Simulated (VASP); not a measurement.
Write the native input for VASP 6.6.1 that does the following.

```
Task                   : single point
Functional             : PBE
Potentials or basis    : VASP PAW PBE potentials, release 64 (Sn_d, Se)
Cutoff                 : 520 eV
k mesh                 : 14 × 14 × 14
Occupations            : fermi-dirac, width 0.1 eV
Spin                   : no spin polarisation
Dipole correction      : no
Further INCAR settings : ALGO = Normal; EDIFF = 1e-06; NBANDS = 17
```

The structure of SnSe (CsCl type) lies in POSCAR:

```
SnSe
1.0
    2.9208544810      0.0000000000      0.0000000000
    0.0000000000      2.9208544810      0.0000000000
    0.0000000000      0.0000000000      2.9208544810
Sn Se
1 1
Direct
    0.0000000000      0.0000000000      0.0000000000
    0.5000000000      0.5000000000      0.5000000000
```

This cell differs from its parent crystal: volume scaled by 0.5.

The input as run:

INCAR

```
SYSTEM = SnSe
PREC = Accurate
ENCUT = 520
EDIFF = 1E-6
ISMEAR = -1
SIGMA = 0.1
LREAL = .FALSE.
LASPH = .TRUE.
NELM = 80
ALGO = Normal
ISIF = 2
LWAVE = .FALSE.
LCHARG = .TRUE.
GGA = PE
LELF = .TRUE.
LVHAR = .TRUE.
NBANDS = 17
```

KPOINTS

```
regular mesh
0
G
  14 14 14
  0 0 0
```

Potentials or basis: VASP PAW PBE potentials, release 64 (Sn_d, Se).

Launch:

```console
$ cat potpaw_PBE.64/Sn_d/POTCAR potpaw_PBE.64/Se/POTCAR > POTCAR
$ mpirun -np 1 vasp_std > vasp.out
```

Results of the run:

```
Pressure               : 170.4 GPa
Band gap on the k mesh : zero (band 10 reaches 20.61 eV, above the bottom of band 11 at 13.02 eV)
```

Caveat: spin-orbit coupling is left out, which moves the levels of the heavy elements.

Wall time 23 s on 1 thread of Intel(R) Xeon(R) Platinum 8259CL CPU @ 2.50GHz (Skylake/Cascade Lake), on a shared host, peak memory 0.18 GiB.
